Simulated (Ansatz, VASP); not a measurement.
## TaN in VASP and in Ansatz

Contents of INCAR:

```
SYSTEM = TaN
PREC = Accurate
ENCUT = 520
EDIFF = 1E-7
ISMEAR = 0
SIGMA = 0.05
LREAL = .FALSE.
LASPH = .TRUE.
NELM = 150
ALGO = Normal
ISIF = 2
LWAVE = .FALSE.
LCHARG = .FALSE.
MAGMOM = 0 0 0 0 0 0
LORBIT = 11
LSORBIT = .TRUE.
GGA_COMPAT = .FALSE.
LORBMOM = .TRUE.
LMAXMIX = 4
LDAU = .TRUE.
LDAUTYPE = 2
LDAUL = 2 -1
LDAUU = 3 0
LDAUJ = 0 0
LDAUPRINT = 1
GGA = RP
IVDW = 12
NBANDS = 28
```

File KPOINTS:

```
Automatic mesh
0
G
  8 8 7
  0 0 0
```

The input POSCAR:

```
TaN
1.0
    2.9380000000      0.0000000000      0.0000000000
   -1.4690000000      2.5443826363      0.0000000000
    0.0000000000      0.0000000000      2.8830000000
Ta N
1 1
Direct
    0.0000000000      0.0000000000      0.5000000000
    0.6666666667      0.3333333333      0.0000000000
```

Contents of input.yaml:

```yaml
crystal:
  lattice:
    - [2.938, 0.0, 0.0]
    - [-1.469, 2.5443826363, 0.0]
    - [0.0, 0.0, 2.883]
  atoms:
    - { symbol: Ta, position: [0.0, 0.0, 0.5] }
    - { symbol: "N", position: [0.6666666667, 0.3333333333, 0.0] }
kpoints:
  mp_grid: { grid: [8, 8, 7] }
scf:
  occupations: { method: gaussian, width: 0.05 }
hamiltonian:
  xc: rpbe
  dispersion: d3bj
  pseudopotentials: { kind: all_electron, lapw: { basis_error: 0.001 } }
  hubbard:
    sites: [{ species: Ta, l: d, u_eff: 3 }]
    double_counting: fll
    projectors: ortho-atomic
magnetization:
  noncollinear: true
  spin_orbit: true
output:
  forces: true
  stress: true
  eigenvalues: true
  hubbard: {}
```

Alike in both runs: task single point; functional RPBE; dispersion D3(BJ); k mesh 8 × 8 × 7; occupations gaussian, width 0.05 eV; non-collinear spin, spin-orbit coupling; Hubbard terms Ta d U = 3.0 eV.

|  | VASP | Ansatz |
| --- | --- | --- |
| version | VASP 6.6.1 | Ansatz 0.2.0 |
| potentials or method | VASP PAW PBE potentials, release 64 (Ta_pv, N), cutoff 520 eV | all-electron LAPW, relativistic spinors |

Ansatz gave:

- pressure (GPa): -30.5
- traceless stress, the component that is largest in VASP (GPa): -0.18
- net moment per atom (μB): 0.00

Task: What did VASP give for the same quantities?

Result: Pressure (GPa): -22.6; traceless stress, the component that is largest in VASP (GPa): 1.39; net moment per atom (μB): 0.00.

VASP's potentials were made for PBE, not for RPBE. The programs project onto different local orbitals, so the same U acts differently, and such runs can settle in different states. Ansatz ran all-electron here, and VASP with PAW potentials.

Noted on Ansatz's run: U is the effective U less J, on atomic orbitals that reach past the spheres.
